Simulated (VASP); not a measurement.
# V: single point with r2SCAN

V:

```
CELL_PARAMETERS angstrom
-1.49177 1.49177 1.49177
1.49177 -1.49177 1.49177
1.49177 1.49177 -1.49177
ATOMIC_POSITIONS crystal
V 0.00000 0.00000 0.00000
```

```json
{
 "Program": "VASP 6.6.1",
 "Task": "single point",
 "Functional": "r2SCAN",
 "Potentials or basis": "VASP PAW PBE potentials, release 64 (V_sv)",
 "Cutoff": "520 eV",
 "k mesh": "21 × 21 × 21",
 "Occupations": "fermi-dirac, width 0.1 eV",
 "Spin": "no spin polarisation"
}
```

```yaml
Pressure: 0.8 GPa
```

Levels at points of the mesh, in eV from the Fermi level:
```tsv
k point	band 3	band 4	band 5	band 6	band 7	band 8	band 9	band 10	band 11	band 12
(0.00, 0.00, 0.00)	-38.44	-38.44	-7.11	0.47	0.47	0.47	2.69	2.69	21.33	21.33
```

Run time: 82 s on 1 thread of Intel(R) Xeon(R) Platinum 8559C (Emerald Rapids), on a shared host, peak memory 0.16 GiB.

Caveat: the PAW data sets were made with another functional, which shifts forces and pressure a little.
